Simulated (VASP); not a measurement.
A run of VASP 6.6.1 is set up as follows.

File INCAR:

```
SYSTEM = Zr
PREC = Accurate
ENCUT = 520
EDIFF = 1E-8
ISMEAR = -1
SIGMA = 0.05
LREAL = .FALSE.
LASPH = .TRUE.
NELM = 60
ALGO = Normal
ISIF = 2
LWAVE = .FALSE.
LCHARG = .FALSE.
GGA = PE
LEFG = .TRUE.
NBANDS = 19
```

The input KPOINTS:

```
Automatic mesh
0
G
  12 12 7
  0 0 0
```

The input POSCAR:

```
Zr
1.0
    3.2818577673      0.0000000000      0.0000000000
   -1.6409288837      2.8421721981      0.0000000000
    0.0000000000      0.0000000000      5.2402833316
Zr
2
Direct
    0.3333333333      0.6666666667      0.2500000000
    0.6666666667      0.3333333333      0.7500000000
```

Potentials or basis: VASP PAW PBE potentials, release 64 (Zr_sv).

Command:

```bash
$ cat potpaw_PBE.64/Zr_sv/POTCAR > POTCAR
$ mpirun -np 1 vasp_std > vasp.out
```

Question: What does it give for the pressure?

Answer: -3.8 GPa.

Question: What does it give for the band gap on the k mesh?

Answer: Zero (band 12 reaches 9.32 eV, above the bottom of band 13 at 8.24 eV).

Electric field gradients, principal values (V/Å²):
| atom | least | middle | greatest (by size) |
| --- | --- | --- | --- |
| 1 Zr | -17.835 | -17.835 | 35.670 |
| 2 Zr | -17.835 | -17.835 | 35.670 |

Caveat: without QUAD_EFG the Cq values of the log hold for a quadrupole moment of 1 mb, not for the nuclei.
